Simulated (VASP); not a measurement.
# OH in VASP: single point with PBEsol

Aim: the single point of OH with PBEsol.

Program: VASP 6.6.1. These are calculated values, not measurements. Logs are shortened: lines on timing, memory, paths and dates and some standing lists are left out, and cuts for length are marked.

**1. The cell of the first run**

The cell holds a molecule in a box, 2 atoms: a = 15.000 Å, b = 15.500 Å, c = 16.000 Å, α = 90.00°, β = 90.00°, γ = 90.00°.

**2. Single point, PBEsol, collinear spin, ferromagnetic start**

INCAR

```
PREC = Accurate ; ENCUT = 520
EDIFF = 1E-6 ; ISMEAR = 0
SIGMA = 0.005 ; LREAL = False
LASPH = True ; NELM = 150
ALGO = Normal ; ISIF = 2
LWAVE = False ; LCHARG = False
ISPIN = 2 ; MAGMOM = 1 0
LORBIT = 11 ; GGA = PS
NBANDS = 14 ; ISYM = 0
```

KPOINTS

```
regular mesh
0
Gamma
  1 1 1
```

POSCAR

```
HO
1.0
   15.0000000000      0.0000000000      0.0000000000
    0.0000000000     15.5000000000      0.0000000000
    0.0000000000      0.0000000000     16.0000000000
O H
1 1
Direct
    0.4875509867      0.4989713642      0.4715190990
    0.5124490133      0.5010286358      0.5284809010
```

Potentials or basis: VASP PAW PBE potentials, release 64 (O, H).

Command:

```bash
cat potpaw_PBE.64/O/POTCAR potpaw_PBE.64/H/POTCAR > POTCAR
mpirun -np 1 vasp_gam > vasp.out
```

OUTCAR:

```text
PREC = Accurate
   ENCUT = 520
   EDIFF = 1E-6
   ISMEAR = 0
   LREAL = False
   LASPH = True
   NELM = 150
   ISIF = 2
   ISPIN = 2
   LORBIT = 11
   GGA = PS
   ISYM = 0

 ion  position               nearest neighbor table
   1  0.488  0.499  0.472-   2 0.99
   2  0.512  0.501  0.528-   1 0.99

IMPORTANT INFORMATION: All symmetrisations will be switched off!
NOSYMM: (Re-)initialisation of all symmetry stuff for point group C_1.

----------------------------------------------------------------------------------------

                                     Primitive cell

  volume of cell :    3720.0000

  direct lattice vectors                    reciprocal lattice vectors
    15.000000000  0.000000000  0.000000000     0.066666667  0.000000000  0.000000000
     0.000000000 15.500000000  0.000000000     0.000000000  0.064516129  0.000000000
     0.000000000  0.000000000 16.000000000     0.000000000  0.000000000  0.062500000

  length of vectors
    15.000000000 15.500000000 16.000000000     0.066666667  0.064516129  0.062500000

  position of ions in fractional coordinates (direct lattice)
     0.487550987  0.498971364  0.471519099
     0.512449013  0.501028636  0.528480901

  ion indices of the primitive-cell ions
   primitive index   ion index
                 1           1
                 2           2

----------------------------------------------------------------------------------------

 KPOINTS: regular mesh

Automatic generation of k-mesh.
 Grid dimensions read from file:
 generate k-points for:    1    1    1

 Generating k-lattice:

  Cartesian coordinates                     Fractional coordinates (reciprocal lattice)
     0.066666667  0.000000000  0.000000000     1.000000000  0.000000000  0.000000000
     0.000000000  0.064516129  0.000000000     0.000000000  1.000000000  0.000000000
     0.000000000  0.000000000  0.062500000     0.000000000  0.000000000  1.000000000

  Length of vectors
     0.066666667  0.064516129  0.062500000

  Shift w.r.t. Gamma in fractional coordinates (k-lattice)
     0.000000000  0.000000000  0.000000000

 Subroutine IBZKPT returns following result:
 ===========================================

 Found      1 irreducible k-points:

 Following reciprocal coordinates:
            Coordinates               Weight
  0.000000  0.000000  0.000000      1.000000
   k-points           NKPTS =      1   k-points in BZ     NKDIM =      1   number of bands    NBANDS=     14
   number of dos      NEDOS =    301   number of ions     NIONS =      2
   total plane-waves  NPLWV = ******
   dimension x,y,z NGX =   112 NGY =  120 NGZ =  120
   dimension x,y,z NGXF=   224 NGYF=  240 NGZF=  240
   ions per type =               1   1
   NGX,Y,Z   is equivalent  to a cutoff of  12.41, 12.87, 12.47 a.u.
   NGXF,Y,Z  is equivalent  to a cutoff of  24.83, 25.74, 24.94 a.u.
 SYSTEM =  unknown system
   PREC   = accura    normal or accurate (medium, high low for compatibility)
   ISTART =      0    job   : 0-new  1-cont  2-samecut
   ICHARG =      2    charge: 1-file 2-atom 10-const
   ISPIN  =      2    spin polarized calculation?
   LNONCOLLINEAR =      F non collinear calculations
   LSORBIT =      F    spin-orbit coupling
   LASPH  =      T    aspherical Exc in radial PAW
   ENCUT  =  520.0 eV  38.22 Ry    6.18 a.u.  27.89 28.82 29.75*2*pi/ulx,y,z
   NELM   =    150;   NELMIN=  2; NELMDL= -5     # of ELM steps
   EDIFF  = 0.1E-05   stopping-criterion for ELM
   LREAL  =      F    real-space projection
   EDIFFG = 0.1E-04   stopping-criterion for IOM
   NSW    =      0    number of steps for IOM
   IBRION =     -1    ionic relax: 0-MD 1-quasi-New 2-CG
   NFREE  =      0    steps in history (QN), initial steepest desc. (CG)
   ISIF   =      2    stress and relaxation
   ISYM   =      0    0-nonsym 1-usesym 2-fastsym
   POTIM  = 0.5000    time-step for ionic-motion
   TEBEG  =    0.0;   TEEND  =   0.0 temperature during run
   PSTRESS=    0.0 pullay stress
   NELECT =       7.0000    total number of electrons
   NUPDOWN=      -1.0000    fix difference up-down
   EMIN   =  10.00;   EMAX   =-10.00  energy-range for DOS
   EFERMI =   0.00;   METHOD = LEGACY
   ISMEAR =     0;   SIGMA  =   0.01  broadening in eV -4-tet -1-fermi 0-gaus
   EFERMI_NEDOS =   21; number of points for ismear=-14 and -15
   IALGO  =     38    algorithm
   IMIX   =      4    mixing-type and parameters
     AMIX     =   0.40;   BMIX     =  1.00
     AMIX_MAG =   1.60;   BMIX_MAG =  1.00
  volume/ion in A,a.u.               =    1860.00     12551.90
  Fermi-wavevector in a.u.,A,eV,Ry     =   0.202113  0.381937  0.555791  0.040849
  Thomas-Fermi vector in A             =   0.958629
   LORBIT       =     11    0 simple, 1 ext, 2 COOP (PROOUT), +10 PAW based schemes
   GGA     = PS    functional components
   LHFCALC =     F    Hartree Fock is set to
   AEXX    =    0.0000 exact exchange contribution
   IVDW    =     0    specifies the selected vdW correction
   LEPSILON=     F    determine dielectric tensor
   LRPA    =     F    only Hartree local field effects (RPA)
 spin polarized calculation
 Gauss-broadening in eV      SIGMA  =   0.01
  energy-cutoff  :      520.00
  volume of cell :     3720.00
 maximum number of plane-waves:     50071
 NGX is ok and might be reduce to   112
   NGX = 55   NGY = 57   NGZ = 59

 number of electron       6.9999998 magnetization       1.0000000

 Free energy of the ion-electron system (eV)
  ---------------------------------------------------
  ext. energy  EPLUGINS =         0.00000000
  ---------------------------------------------------
  free energy    TOTEN  =        -7.71360654 eV

  energy without entropy =       -7.71360654  energy(sigma->0) =       -7.71360654

 E-fermi :  -7.1362     XC(G=0):  -0.1473

 val. band max:       -7.2237939189   @ k =   0.0000   0.0000   0.0000
 cond. band min:      -6.5335353765   @ k =   0.0000   0.0000   0.0000
 fundamental gap:      0.6902585424
 Fermi energy:        -7.1361770806

 spin component 1

 k-point     1 :       0.0000    0.0000    0.0000
  band No.  band energies     occupation
      1     -25.2726      1.00000
      2     -11.5595      1.00000
      3      -9.8657      1.00000
      4      -7.9438      1.00000
      5      -0.7417      0.00000
      6       0.0923      0.00000
      7       0.4988      0.00000
      8       0.5239      0.00000
      9       0.5593      0.00000
     10       0.5853      0.00000
     11       0.6266      0.00000
     12       0.8526      0.00000
     13       1.0418      0.00000
     14       1.0552      0.00000
 Fermi energy:        -7.1361770806

 spin component 2

 k-point     1 :       0.0000    0.0000    0.0000
  band No.  band energies     occupation
      1     -23.7239      1.00000
      2     -10.8551      1.00000
      3      -7.2238      1.00000
      4      -6.5335      0.00000
      5      -0.6209      0.00000
      6       0.1055      0.00000
      7       0.5080      0.00000
      8       0.5304      0.00000
      9       0.5846      0.00000
     10       0.5904      0.00000
     11       0.6296      0.00000
     12       0.8657      0.00000
     13       1.0516      0.00000
     14       1.0917      0.00000

------------------------ aborting loop because EDIFF is reached ----------------------------------------

  FORCE on cell =-STRESS in cart. coord.  units (eV):
  Direction    XX          YY          ZZ          XY          YZ          ZX
  --------------------------------------------------------------------------------------
  -------------------------------------------------------------------------------------
  Total       -0.0214639     -0.0449007      0.0791076     -0.0001548      0.0053964      0.0517734
  in kB       -0.0092443     -0.0193384      0.0340711     -0.0000667      0.0023242      0.0222984
  external PRESSURE =       0.0018295 kB  Pullay stress =       0.0000000 kB

 VOLUME and BASIS-vectors are now :
 -----------------------------------------------------------------------------
  energy-cutoff  :      520.00
  volume of cell :     3720.00
      direct lattice vectors                 reciprocal lattice vectors
    15.000000000  0.000000000  0.000000000     0.066666667  0.000000000  0.000000000
     0.000000000 15.500000000  0.000000000     0.000000000  0.064516129  0.000000000
     0.000000000  0.000000000 16.000000000     0.000000000  0.000000000  0.062500000

 POSITION                                       TOTAL-FORCE (eV/Angst)
 -----------------------------------------------------------------------------------
      7.31326      7.73406      7.54431        -0.055765     -0.004598     -0.135404
      7.68674      7.76594      8.45569         0.055765      0.004598      0.135404
 -----------------------------------------------------------------------------------
    total drift:                                0.000351      0.000253      0.000607

  FREE ENERGIE OF THE ION-ELECTRON SYSTEM (eV)
  ---------------------------------------------------
  free  energy   TOTEN  =        -7.7136065440 eV

  energy  without entropy=       -7.7136065440  energy(sigma->0) =       -7.71360654

 total charge

# of ion       s       p       d       tot
------------------------------------------
    1        1.598   3.243   0.000   4.841
    2        0.614   0.111   0.000   0.724
--------------------------------------------------
tot          2.211   3.354   0.000   5.565

 magnetization (x)

# of ion       s       p       d       tot
------------------------------------------
    1        0.010   0.760   0.000   0.770
    2       -0.015   0.010   0.000  -0.005
--------------------------------------------------
tot         -0.006   0.771   0.000   0.765
```

Run time: 25 min. Hardware: 1 thread of Intel Xeon 8259CL, shared host; peak memory 3.5 GiB.

Results:

```yaml
Free_energy: -7.7136 eV
Largest_force: 0.147 eV/Å
Gap_between_the_frontier_levels: 0.69 eV
Net_moment: 1.00 μB per cell
Site_moments: O +0.77; H -0.01 μB
Valence_electrons_inside_the_program's_atomic_spheres: O 4.84; H 0.72
```

Forces on the atoms (eV/Å):
```
O   -0.056 -0.005 -0.135
H    0.056  0.005  0.135
```

Caveat: the PAW data sets were made with another functional, which shifts forces and pressure a little.
